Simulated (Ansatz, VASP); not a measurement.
**Two plane-wave programs on Rb**

INCAR

```
SYSTEM = Rb
PREC = Accurate
ENCUT = 600
EDIFF = 1E-6
ISMEAR = -1
SIGMA = 0.15
LREAL = .FALSE.
LASPH = .TRUE.
NELM = 60
ALGO = Normal
ISIF = 3
LWAVE = .FALSE.
LCHARG = .FALSE.
GGA = PE
IBRION = 2
NSW = 80
EDIFFG = -0.001
```

KPOINTS

```
Automatic mesh
0
G
  12 12 12
  0 0 0
```

POSCAR

```
Rb
1.0
   -2.8350112228      2.8350112228      2.8350112228
    2.8350112228     -2.8350112228      2.8350112228
    2.8350112228      2.8350112228     -2.8350112228
Rb
1
Direct
    0.0000000000      0.0000000000      0.0000000000
```

Input for Ansatz:

```yaml
crystal:
  lattice:
    - [-2.8350111679, 2.8350111679, 2.8350111679]
    - [2.8350111679, -2.8350111679, 2.8350111679]
    - [2.8350111679, 2.8350111679, -2.8350111679]
  atoms:
    - { symbol: Rb, position: [0.0, 0.0, 0.0] }
basis:
  ecutwfc: 420
kpoints:
  mp_grid: { grid: [12, 12, 12] }
hamiltonian:
  xc: pbe
scf:
  occupations: { method: fermi_dirac, width: 0.15 }
output:
  forces: true
  stress: true
  eigenvalues: true
  write_density: true
  write_potential: true
  elf: true
  volumetric_format: npy
relax:
  adjacent_minimum: "off"
  f_tol: 0.001
  max_steps: 60
  cell: { stress_tol: 0.01 }
```

Alike in both runs: task relaxation of cell and atoms; functional PBE; k mesh 12 × 12 × 12; occupations fermi-dirac, width 0.15 eV; no spin polarisation.

|  | VASP | Ansatz |
| --- | --- | --- |
| version | VASP 6.6.1 | Ansatz 0.2.0 |
| potentials or method | VASP PAW PBE potentials, release 64 (Rb_sv), cutoff 600 eV | scalar-relativistic, plane waves, PAW |
| valence electrons in the cell | 9 | 9 |

VASP gave:

* gap on the k mesh at the Fermi level, each at its own relaxed structure (eV): none
* relaxed volume (Å³/atom): 91.64
* relaxed length of the cell vector where the two differ most in proportion (Å): 4.919

Task: What did Ansatz give for the same quantities?

Result: gap on the k mesh at the Fermi level, each at its own relaxed structure (eV): none; relaxed volume (Å³/atom): 91.68; relaxed length of the cell vector where the two differ most in proportion (Å): 4.920.

A gap of «none» marks a metal or a gap that the smearing closes.
